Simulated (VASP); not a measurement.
A run of VASP 6.6.1 is set up as follows.

File INCAR:

```
SYSTEM = AlOF
PREC = Accurate
ENCUT = 520
EDIFF = 1E-8
ISMEAR = -1
SIGMA = 0.02
LREAL = Auto
LASPH = .TRUE.
NELM = 100
ALGO = Normal
ISIF = 2
LWAVE = .FALSE.
LCHARG = .FALSE.
GGA = PE
LEFG = .TRUE.
NBANDS = 120
```

File KPOINTS:

```
regular mesh
0
G
  3 3 5
  0 0 0
```

File POSCAR:

```
AlOF
1.0
    9.0697630000      0.0000000000      0.0000000000
    0.0000000000      8.6397980000      0.0000000000
    0.0000000000      0.0000000000      4.9245270000
Al O F
12 12 12
Direct
    0.8674860000      0.9270340000      0.0608800000
    0.8674860000      0.5729660000      0.0608800000
    0.4244190000      0.2500000000      0.1253270000
    0.9244190000      0.2500000000      0.3746730000
    0.3674860000      0.5729660000      0.4391200000
    0.3674860000      0.9270340000      0.4391200000
    0.6325140000      0.0729660000      0.5608800000
    0.6325140000      0.4270340000      0.5608800000
    0.0755810000      0.7500000000      0.6253270000
    0.5755810000      0.7500000000      0.8746730000
    0.1325140000      0.4270340000      0.9391200000
    0.1325140000      0.0729660000      0.9391200000
    0.2343990000      0.2500000000      0.0372130000
    0.9831580000      0.0865770000      0.1928350000
    0.9831580000      0.4134230000      0.1928350000
    0.4831580000      0.0865770000      0.3071650000
    0.4831580000      0.4134230000      0.3071650000
    0.7343990000      0.2500000000      0.4627870000
    0.2656010000      0.7500000000      0.5372130000
    0.5168420000      0.5865770000      0.6928350000
    0.5168420000      0.9134230000      0.6928350000
    0.0168420000      0.5865770000      0.8071650000
    0.0168420000      0.9134230000      0.8071650000
    0.7656010000      0.7500000000      0.9627870000
    0.2544630000      0.9442080000      0.1275340000
    0.2544630000      0.5557920000      0.1275340000
    0.4800630000      0.7500000000      0.1952300000
    0.9800630000      0.7500000000      0.3047700000
    0.7544630000      0.5557920000      0.3724660000
    0.7544630000      0.9442080000      0.3724660000
    0.2455370000      0.0557920000      0.6275340000
    0.2455370000      0.4442080000      0.6275340000
    0.0199370000      0.2500000000      0.6952300000
    0.5199370000      0.2500000000      0.8047700000
    0.7455370000      0.4442080000      0.8724660000
    0.7455370000      0.0557920000      0.8724660000
```

Potentials or basis: VASP PAW PBE potentials, release 64 (Al, O, F).

Launch:

```sh
$ cat potpaw_PBE.64/Al/POTCAR potpaw_PBE.64/O/POTCAR potpaw_PBE.64/F/POTCAR > POTCAR
$ mpirun -np 1 vasp_std > vasp.out
```

Q: Estimate the band gap on the k mesh.

A: 5.25 eV, indirect (least direct gap 5.48 eV).

Q: What does it give for the largest force?

A: 0.066 eV/Å.

Q: What does it give for the pressure?

A: 0.3 GPa.

Electric field gradients, principal values (V/Å²):
| atom | least | middle | greatest (by size) |
| --- | --- | --- | --- |
| 1 Al | -7.674 | -32.583 | 40.257 |
| 2 Al | -7.674 | -32.583 | 40.257 |
| 3 Al | -12.715 | -18.365 | 31.080 |
| 4 Al | -12.715 | -18.365 | 31.080 |
| 5 Al | -7.674 | -32.583 | 40.257 |
| 6 Al | -7.674 | -32.583 | 40.257 |
| 7 Al | -7.674 | -32.583 | 40.257 |
| 8 Al | -7.674 | -32.583 | 40.257 |
| 9 Al | -12.715 | -18.365 | 31.080 |
| 10 Al | -12.715 | -18.365 | 31.080 |
| 11 Al | -7.674 | -32.583 | 40.257 |
| 12 Al | -7.674 | -32.583 | 40.257 |
| 13 O | 22.201 | 42.073 | -64.274 |
| 14 O | 13.510 | 32.600 | -46.110 |
| 15 O | 13.510 | 32.600 | -46.110 |
| 16 O | 13.510 | 32.600 | -46.110 |
| 17 O | 13.510 | 32.600 | -46.110 |
| 18 O | 22.201 | 42.073 | -64.274 |
| 19 O | 22.201 | 42.073 | -64.274 |
| 20 O | 13.510 | 32.600 | -46.110 |
| 21 O | 13.510 | 32.600 | -46.110 |
| 22 O | 13.510 | 32.600 | -46.110 |
| 23 O | 13.510 | 32.600 | -46.110 |
| 24 O | 22.201 | 42.073 | -64.274 |
| 25 F | -40.530 | -65.166 | 105.696 |
| 26 F | -40.530 | -65.166 | 105.696 |
| 27 F | -0.758 | -81.763 | 82.520 |
| 28 F | -0.758 | -81.763 | 82.520 |
| 29 F | -40.530 | -65.166 | 105.696 |
| 30 F | -40.530 | -65.166 | 105.696 |
| 31 F | -40.530 | -65.166 | 105.696 |
| 32 F | -40.530 | -65.166 | 105.696 |
| 33 F | -0.758 | -81.763 | 82.520 |
| 34 F | -0.758 | -81.763 | 82.520 |
| 35 F | -40.530 | -65.166 | 105.696 |
| 36 F | -40.530 | -65.166 | 105.696 |

Caveat: without QUAD_EFG the Cq values of the log hold for a quadrupole moment of 1 mb, not for the nuclei. A k mesh can miss the band edges.
